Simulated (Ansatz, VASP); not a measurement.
**Ba3H8 in VASP and in Ansatz**

```xyz
11
Lattice="7.0801 0.0000 0.0000 0.0000 7.0801 0.0000 0.0000 0.0000 7.0801" Properties=species:S:1:pos:R:3 pbc="T T T"
Ba    3.5400    0.0000    0.0000
Ba    0.0000    3.5400    0.0000
Ba    0.0000    0.0000    3.5400
H     5.8378    0.0000    0.0000
H     1.2423    0.0000    0.0000
H     0.0000    5.8378    0.0000
H     0.0000    1.2423    0.0000
H     0.0000    0.0000    5.8378
H     0.0000    0.0000    1.2423
H     0.0000    0.0000    0.0000
H     3.5400    3.5400    3.5400
```

Alike in both runs: functional PBE; k mesh 4 × 4 × 4; occupations gaussian, width 0.1 eV; no spin polarisation.

Ansatz relaxed the structure, and its values are those at the end. VASP's run is a single point on that final structure, the one shown.

|  | VASP | Ansatz |
| --- | --- | --- |
| version | VASP 6.6.1 | Ansatz 0.2.0 |
| potentials or method | VASP PAW PBE potentials, release 64 (Ba_sv, H), cutoff 500 eV | scalar-relativistic, plane waves, PAW |
| valence electrons in the cell | 38 | 38 |

|  | VASP | Ansatz | Ansatz less VASP |
| --- | --- | --- | --- |
| gap on the k mesh at the Fermi level (eV) | none | none | - |
| pressure (GPa) | 0.2 | 0.2 | -0.04 |
| rms of the force components (eV/Å) | 0.046 | 0.003 | -0.0425 |

A gap of «none» marks a metal or a gap that the smearing closes.

Neither program's run includes spin-orbit coupling.
